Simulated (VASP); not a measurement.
Input of a VASP 6.6.1 run:

INCAR

```
PREC = Accurate
ENCUT = 520
EDIFF = 1E-6
ISMEAR = -1
SIGMA = 0.05
LREAL = False
LASPH = True
NELM = 60
ALGO = Normal
ISIF = 2
LWAVE = False
LCHARG = True
LDIPOL = True
IDIPOL = 3
DIPOL = 0.5 0.5 0.285
GGA = CA
LELF = True
LVHAR = True
LVACPOTAV = True
NBANDS = 16
```

File KPOINTS:

```
Automatic mesh
0
Gamma
  9 9 1
```

The input POSCAR:

```
CdTe
1.0
    3.0380000000      0.0000000000      0.0000000000
    0.0000000000      3.0380000000      0.0000000000
    0.0000000000      0.0000000000     31.5700000000
Cd Te
1 1
Direct
    0.0000000000      0.0000000000      0.2383800000
    0.5000000000      0.5000000000      0.3317800000
```

Potentials or basis: VASP PAW LDA potentials, release 64 (Cd, Te).

The run is started by

```console
$ cat potpaw_LDA.64/Cd/POTCAR potpaw_LDA.64/Te/POTCAR > POTCAR
$ mpirun -np 1 vasp_std > vasp.out
```

Question: What does it give for the work function of the upper face?

Answer: 5.11 eV.

Question: Predict the work function of the lower face.

Answer: 4.44 eV.

Question: Estimate the largest force.

Answer: 0.101 eV/Å.

Question: What does it give for the band gap on the k mesh?

Answer: Zero (bands 9 and 10 overlap by 2.25 eV).

Forces in eV/Å, atoms in the order of the input:
```
Cd   0.000  0.000  0.101
Te   0.000  0.000 -0.101
```

Caveat: spin-orbit coupling is left out, which moves the levels of the heavy elements.
